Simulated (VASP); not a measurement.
# GaN (Fm-3m) in VASP: settings compared, part 2 of 2

VASP 6.6.1. Earlier steps stand in the parts before.

### 5 Relaxation of cell and atoms, PBEsol

The input, INCAR:

```
SYSTEM = GaN
PREC = Accurate
ENCUT = 600
EDIFF = 1E-7
ISMEAR = -1
SIGMA = 0.05
LREAL = .FALSE.
LASPH = .TRUE.
NELM = 60
ALGO = Normal
ISIF = 3
LWAVE = .FALSE.
LCHARG = .FALSE.
GGA = PS
IBRION = 2
NSW = 60
EDIFFG = -0.01
```

The input, KPOINTS:

```
regular mesh
0
G
  11 11 11
  0 0 0
```

The input, POSCAR:

```
GaN
1.0
    0.0000000000      2.1352350000      2.1352350000
    2.1352350000      0.0000000000      2.1352350000
    2.1352350000      2.1352350000      0.0000000000
Ga N
1 1
Direct
    0.0000000000      0.0000000000      0.0000000000
    0.5000000000      0.5000000000      0.5000000000
```

Potentials or basis: VASP PAW PBE potentials, release 64 (Ga_d, N).

The run is started by

```
$ cat potpaw_PBE.64/Ga_d/POTCAR potpaw_PBE.64/N/POTCAR > POTCAR
$ mpirun -np 1 vasp_std > vasp.out
```

OUTCAR:

```text
SYSTEM = GaN
   PREC = Accurate
   ENCUT = 600
   EDIFF = 1E-7
   ISMEAR = -1
   LREAL = .FALSE.
   LASPH = .TRUE.
   NELM = 60
   ISIF = 3
   GGA = PS
   IBRION = 2
   NSW = 60
   EDIFFG = -0.01

 ion  position               nearest neighbor table
   1  0.000  0.000  0.000-   2 2.14   2 2.14   2 2.14   2 2.14   2 2.14   2 2.14
   2  0.500  0.500  0.500-   1 2.14   1 2.14   1 2.14   1 2.14   1 2.14   1 2.14

  LATTYP: Found a face centered cubic cell.
 ALAT       =     4.2704700000

  Lattice vectors:

 A1 = (   0.0000000000,   2.1352350000,   2.1352350000)
 A2 = (   2.1352350000,   0.0000000000,   2.1352350000)
 A3 = (   2.1352350000,   2.1352350000,   0.0000000000)

Analysis of symmetry for initial positions (statically):
=====================================================================
 Subroutine PRICEL returns:
 Original cell was already a primitive cell.

 Routine SETGRP: Setting up the symmetry group for a
 face centered cubic supercell.

 Subroutine GETGRP returns: Found 48 space group operations
 (whereof 48 operations were pure point group operations)
 out of a pool of 48 trial point group operations.

The static configuration has the point symmetry O_h .

Analysis of symmetry for dynamics (positions and initial velocities):
=====================================================================
 Subroutine PRICEL returns:
 Original cell was already a primitive cell.

 Routine SETGRP: Setting up the symmetry group for a
 face centered cubic supercell.

 Subroutine GETGRP returns: Found 48 space group operations
 (whereof 48 operations were pure point group operations)
 out of a pool of 48 trial point group operations.

The dynamic configuration has the point symmetry O_h .

 Subroutine INISYM returns: Found 48 space group operations
 (whereof 48 operations are pure point group operations),
 and found     1 'primitive' translations

[... 130 lines left out ...]
   NGX = 13   NGY = 13   NGZ = 13

--------------------------------------- Ionic step        1  -------------------------------------------

 number of electron      18.0000005 magnetization

 Free energy of the ion-electron system (eV)
  ---------------------------------------------------
  ext. energy  EPLUGINS =         0.00000000
  ---------------------------------------------------
  free energy    TOTEN  =       -12.24723386 eV

  energy without entropy =      -12.24712583  energy(sigma->0) =      -12.24717984

------------------------ aborting loop because EDIFF is reached ----------------------------------------

  FORCE on cell =-STRESS in cart. coord.  units (eV):
  Direction    XX          YY          ZZ          XY          YZ          ZX
  --------------------------------------------------------------------------------------
  -------------------------------------------------------------------------------------
  Total       -0.9040886     -0.9040886     -0.9040886     -0.0000000     -0.0000000      0.0000000
  in kB      -74.3968511    -74.3968511    -74.3968511     -0.0000000     -0.0000000      0.0000000
  external PRESSURE =     -74.3968511 kB  Pullay stress =       0.0000000 kB
[... 59 lines left out ...]
--------------------------------------- Ionic step        3  -------------------------------------------

 number of electron      18.0000009 magnetization

 Free energy of the ion-electron system (eV)
  ---------------------------------------------------
  ext. energy  EPLUGINS =         0.00000000
  ---------------------------------------------------
  free energy    TOTEN  =       -12.26315360 eV

  energy without entropy =      -12.26313610  energy(sigma->0) =      -12.26314485

 E-fermi :   8.2003     XC(G=0): -13.2998

 val. band max:        7.8274982889   @ k =  -0.1818   0.1818   0.0000
 cond. band min:       8.5026142151   @ k =   0.4545   0.4545   0.0000
 fundamental gap:      0.6751159261
 Fermi energy:         8.2003126938

 k-point     1 :       0.0000    0.0000    0.0000
  band No.  band energies     occupation
      1      -9.5367      2.00000
      2      -6.1145      2.00000
      3      -6.1145      2.00000
      4      -6.1145      2.00000
      5      -6.0170      2.00000
      6      -6.0170      2.00000
      7       7.2917      2.00000
      8       7.2917      2.00000
      9       7.2917      2.00000
     10      10.0921      0.00000
     11      22.4436      0.00000
     12      22.4436      0.00000
     13      22.4436      0.00000
[... 354 lines left out ...]
  band No.  band energies     occupation
      1      -8.0085      2.00000
      2      -6.1839      2.00000
      3      -6.1739      2.00000
      4      -6.1556      2.00000
      5      -6.0205      2.00000
      6      -5.8082      2.00000
      7       2.9196      2.00000
      8       5.4344      2.00000
      9       7.8275      1.99885
     10      13.9228      0.00000
     11      16.4172      0.00000
     12      17.6613      0.00000
     13      18.4436      0.00000

 [... further k-points ...]
[... 5 lines left out ...]
  --------------------------------------------------------------------------------------
  -------------------------------------------------------------------------------------
  Total       -0.0037615     -0.0037615     -0.0037615      0.0000000     -0.0000000      0.0000000
  in kB       -0.3204089     -0.3204089     -0.3204089      0.0000000     -0.0000000      0.0000000
  external PRESSURE =      -0.3204089 kB  Pullay stress =       0.0000000 kB
[... 17 lines left out ...]
  FREE ENERGIE OF THE ION-ELECTRON SYSTEM (eV)
  ---------------------------------------------------
  free  energy   TOTEN  =       -12.2631535987 eV

  energy  without entropy=      -12.2631360992  energy(sigma->0) =      -12.26314485

 reached required accuracy - stopping structural energy minimisation
```

CONTCAR:

```text
GaN
   1.00000000000000
    -0.0000000000000000    2.1107893057263656    2.1107893057263656
     2.1107893057263656   -0.0000000000000000    2.1107893057263656
     2.1107893057263656    2.1107893057263656   -0.0000000000000000
  Ga              N
     1     1
Direct
     0.0000000000000000    0.0000000000000000    0.0000000000000000
     0.5000000000000000    0.5000000000000000    0.5000000000000000

  0.00000000E+00  0.00000000E+00  0.00000000E+00
  0.00000000E+00  0.00000000E+00  0.00000000E+00
```

Wall time 18 s (1 thread of Intel Xeon Platinum 8488C (Sapphire Rapids), shared host); peak memory 0.15 GiB.

Results:

| Quantity | Value |
| --- | --- |
| Free energy | -12.2632 eV |
| Relaxed volume | 9.40 Å³/atom |
| Relaxed cell | a = 2.985 Å, b = 2.985 Å, c = 2.985 Å, α = 60.00°, β = 60.00°, γ = 60.00° |
| Space group after relaxing (to 0.05 Å) | Fm-3m (No. 225) |
| Energy gained by relaxing | 8.0 meV/atom |
| Ionic steps | 3 |
| Pressure after relaxing | 0.0 GPa |
| Band gap on the k mesh | 0.68 eV, indirect (least direct gap 2.80 eV) |

The path:
| step | energy change (eV) | largest force (eV/Å) | pressure (GPa) | volume (Å³) |
| --- | --- | --- | --- | --- |
| 1 | 0.0000 | 0.0000 | -7.44 | 19.47 |
| 2 | -0.0021 | 0.0000 | 7.80 | 18.22 |
| 3 | -0.0159 | 0.0000 | -0.03 | 18.81 |

Final structure:
```
Ga N
1.0
     0.00000    2.11079    2.11079
     2.11079    0.00000    2.11079
     2.11079    2.11079    0.00000
Ga N
1 1
Direct
  0.00000 0.00000 0.00000
  0.50000 0.50000 0.50000
```

Caveat: the PAW data sets were made with another functional, which shifts forces and pressure a little. A k mesh can miss the band edges.

### 6 Relaxation of cell and atoms, RPBE

The input, INCAR:

```
SYSTEM = GaN
PREC     = Accurate       ! precision mode
ENCUT    = 600            ! plane-wave cutoff, eV
EDIFF    = 1E-6           ! SCF threshold, eV
ISMEAR   = -1             ! smearing method
SIGMA    = 0.05           ! smearing width, eV
LREAL    = .FALSE.        ! projectors in reciprocal space
LASPH    = .TRUE.         ! aspherical terms in the spheres
NELM     = 80             ! most SCF steps
ALGO     = Normal         ! electronic algorithm
ISIF     = 3              ! what is computed and relaxed
LWAVE    = .FALSE.        ! write WAVECAR
LCHARG   = .FALSE.        ! write CHGCAR
GGA      = RP             ! functional
IBRION   = 2              ! ionic algorithm
NSW      = 60             ! ionic steps
EDIFFG   = -0.01          ! ionic threshold
```

The input, KPOINTS:

```
Automatic mesh
0
G
  11 11 11
  0 0 0
```

POSCAR is that of step 5.

Potentials or basis: VASP PAW PBE potentials, release 64 (Ga_d, N).

The run is started by

```
$ cat potpaw_PBE.64/Ga_d/POTCAR potpaw_PBE.64/N/POTCAR > POTCAR
$ mpirun -np 1 vasp_std > vasp.out
```

OUTCAR:

```text
SYSTEM = GaN
   PREC = Accurate
   ENCUT = 600
   EDIFF = 1E-6
   ISMEAR = -1
   LREAL = .FALSE.
   LASPH = .TRUE.
   NELM = 80
   ISIF = 3
   GGA = RP
   IBRION = 2
   NSW = 60
   EDIFFG = -0.01

 ion  position               nearest neighbor table
   1  0.000  0.000  0.000-   2 2.14   2 2.14   2 2.14   2 2.14   2 2.14   2 2.14
   2  0.500  0.500  0.500-   1 2.14   1 2.14   1 2.14   1 2.14   1 2.14   1 2.14

  LATTYP: Found a face centered cubic cell.
 ALAT       =     4.2704700000

  Lattice vectors:

 A1 = (   0.0000000000,   2.1352350000,   2.1352350000)
 A2 = (   2.1352350000,   0.0000000000,   2.1352350000)
 A3 = (   2.1352350000,   2.1352350000,   0.0000000000)

Analysis of symmetry for initial positions (statically):
=====================================================================
 Subroutine PRICEL returns:
 Original cell was already a primitive cell.

 Routine SETGRP: Setting up the symmetry group for a
 face centered cubic supercell.

 Subroutine GETGRP returns: Found 48 space group operations
 (whereof 48 operations were pure point group operations)
 out of a pool of 48 trial point group operations.

The static configuration has the point symmetry O_h .

Analysis of symmetry for dynamics (positions and initial velocities):
=====================================================================
 Subroutine PRICEL returns:
 Original cell was already a primitive cell.

 Routine SETGRP: Setting up the symmetry group for a
 face centered cubic supercell.

 Subroutine GETGRP returns: Found 48 space group operations
 (whereof 48 operations were pure point group operations)
 out of a pool of 48 trial point group operations.

The dynamic configuration has the point symmetry O_h .

 Subroutine INISYM returns: Found 48 space group operations
 (whereof 48 operations are pure point group operations),
 and found     1 'primitive' translations

----------------------------------------------------------------------------------------

                                     Primitive cell
[... 134 lines left out ...]
  ---------------------------------------------------
  ext. energy  EPLUGINS =         0.00000000
  ---------------------------------------------------
  free energy    TOTEN  =       -10.34547230 eV

  energy without entropy =      -10.34544772  energy(sigma->0) =      -10.34546001

------------------------ aborting loop because EDIFF is reached ----------------------------------------

  FORCE on cell =-STRESS in cart. coord.  units (eV):
  Direction    XX          YY          ZZ          XY          YZ          ZX
  --------------------------------------------------------------------------------------
  -------------------------------------------------------------------------------------
  Total        0.5960265      0.5960265      0.5960265     -0.0000000      0.0000000      0.0000000
  in kB       49.0466233     49.0466233     49.0466233     -0.0000000      0.0000000      0.0000000
  external PRESSURE =      49.0466233 kB  Pullay stress =       0.0000000 kB
[... 131 lines left out ...]
--------------------------------------- Ionic step        5  -------------------------------------------

 number of electron      17.9999995 magnetization

 Free energy of the ion-electron system (eV)
  ---------------------------------------------------
  ext. energy  EPLUGINS =         0.00000000
  ---------------------------------------------------
  free energy    TOTEN  =       -10.35248216 eV

  energy without entropy =      -10.35239273  energy(sigma->0) =      -10.35243744

 E-fermi :   7.6395     XC(G=0): -12.6084

 val. band max:        7.3574711210   @ k =  -0.1818   0.1818   0.0000
 cond. band min:       7.8469067851   @ k =   0.4545   0.4545   0.0000
 fundamental gap:      0.4894356640
 Fermi energy:         7.6395381337

 k-point     1 :       0.0000    0.0000    0.0000
  band No.  band energies     occupation
      1      -9.4499      2.00000
      2      -6.6783      2.00000
      3      -6.6783      2.00000
      4      -6.6783      2.00000
      5      -6.5970      2.00000
      6      -6.5970      2.00000
      7       6.9029      2.00000
      8       6.9029      2.00000
      9       6.9029      2.00000
     10       8.9877      0.00000
     11      21.7471      0.00000
     12      21.7471      0.00000
     13      21.7471      0.00000
[... 354 lines left out ...]
  band No.  band energies     occupation
      1      -8.0778      2.00000
      2      -6.7206      2.00000
      3      -6.7190      2.00000
      4      -6.7057      2.00000
      5      -6.6010      2.00000
      6      -6.3920      2.00000
      7       2.5505      2.00000
      8       5.1694      2.00000
      9       7.3575      1.99293
     10      12.9686      0.00000
     11      15.6598      0.00000
     12      17.0854      0.00000
     13      17.7009      0.00000

 [... further k-points ...]

------------------------ aborting loop because EDIFF is reached ----------------------------------------

  FORCE on cell =-STRESS in cart. coord.  units (eV):
  Direction    XX          YY          ZZ          XY          YZ          ZX
  --------------------------------------------------------------------------------------
  -------------------------------------------------------------------------------------
  Total       -0.0177092     -0.0177092     -0.0177092     -0.0000000      0.0000000     -0.0000000
  in kB       -1.4215593     -1.4215593     -1.4215593     -0.0000000      0.0000000     -0.0000000
  external PRESSURE =      -1.4215593 kB  Pullay stress =       0.0000000 kB
[... 17 lines left out ...]
  FREE ENERGIE OF THE ION-ELECTRON SYSTEM (eV)
  ---------------------------------------------------
  free  energy   TOTEN  =       -10.3524821583 eV

  energy  without entropy=      -10.3523927268  energy(sigma->0) =      -10.35243744

 reached required accuracy - stopping structural energy minimisation
```

CONTCAR:

```text
GaN
   1.00000000000000
    -0.0000000000000000    2.1529691294203248    2.1529691294203248
     2.1529691294203248   -0.0000000000000000    2.1529691294203248
     2.1529691294203248    2.1529691294203248   -0.0000000000000000
  Ga              N
     1     1
Direct
     0.0000000000000000    0.0000000000000000    0.0000000000000000
     0.5000000000000000    0.5000000000000000    0.5000000000000000

  0.00000000E+00  0.00000000E+00  0.00000000E+00
  0.00000000E+00  0.00000000E+00  0.00000000E+00
```

It took 24 s on 1 thread of Intel Xeon Platinum 8488C (Sapphire Rapids), shared host; peak memory 0.15 GiB.

What came out:

| Item | Value |
| --- | --- |
| Free energy | -10.3525 eV |
| Relaxed volume | 9.98 Å³/atom |
| Relaxed cell | a = 3.045 Å, b = 3.045 Å, c = 3.045 Å, α = 60.00°, β = 60.00°, γ = 60.00° |
| Space group after relaxing (to 0.05 Å) | Fm-3m (No. 225) |
| Energy gained by relaxing | 3.5 meV/atom |
| Ionic steps | 5 |
| Pressure after relaxing | -0.1 GPa |
| Band gap on the k mesh | 0.49 eV, indirect (least direct gap 2.08 eV) |

The path:
| step | energy change (eV) | largest force (eV/Å) | pressure (GPa) | volume (Å³) |
| --- | --- | --- | --- | --- |
| 1 | 0.0000 | 0.0000 | 4.90 | 19.47 |
| 2 | -0.0028 | 0.0000 | -3.45 | 20.32 |
| 3 | -0.0070 | 0.0000 | 0.42 | 19.94 |
| 4 | -0.0070 | 0.0000 | -0.46 | 19.98 |
| 5 | -0.0070 | 0.0000 | -0.14 | 19.96 |

Final structure:
```
Ga N
1.0
     0.00000    2.15297    2.15297
     2.15297    0.00000    2.15297
     2.15297    2.15297    0.00000
Ga N
1 1
Direct
  0.00000 0.00000 0.00000
  0.50000 0.50000 0.50000
```

Caveat: the PAW data sets were made with another functional, which shifts forces and pressure a little.

### 7 Overview

| task | level | potentials or basis | cell | cutoff (eV) | smearing | gap on the mesh (eV) | pressure (GPa) | relaxed volume (Å³/atom) |
| --- | --- | --- | --- | --- | --- | --- | --- | --- |
| single point | BLYP | VASP PAW PBE potentials, release 64 (Ga_d, N) | as given | 520 | fermi-dirac 0.05 eV | 0.46 | 8.9 | - |
| single point | PBE | VASP PAW PBE potentials, release 64 (Ga_d, N) | as given | 520 | gaussian 0.012 eV | 0.54 | 0.4 | - |
| relaxation of cell and atoms | LDA | VASP PAW LDA potentials, release 64 (Ga_d, N) | relaxed | 600 | fermi-dirac 0.05 eV | 0.73 | 0.0 | 9.18 |
| relaxation of cell and atoms | PBEsol | VASP PAW PBE potentials, release 64 (Ga_d, N) | relaxed | 600 | fermi-dirac 0.05 eV | 0.68 | 0.0 | 9.40 |
| relaxation of cell and atoms | RPBE | VASP PAW PBE potentials, release 64 (Ga_d, N) | relaxed | 600 | fermi-dirac 0.05 eV | 0.49 | -0.1 | 9.98 |

Alike in all rows: no spin polarisation; k mesh 11 × 11 × 11.

Caveats: the PAW data sets were made with another functional, which shifts forces and pressure a little (some runs).

Absolute energies hang on the potentials; compare differences alone.
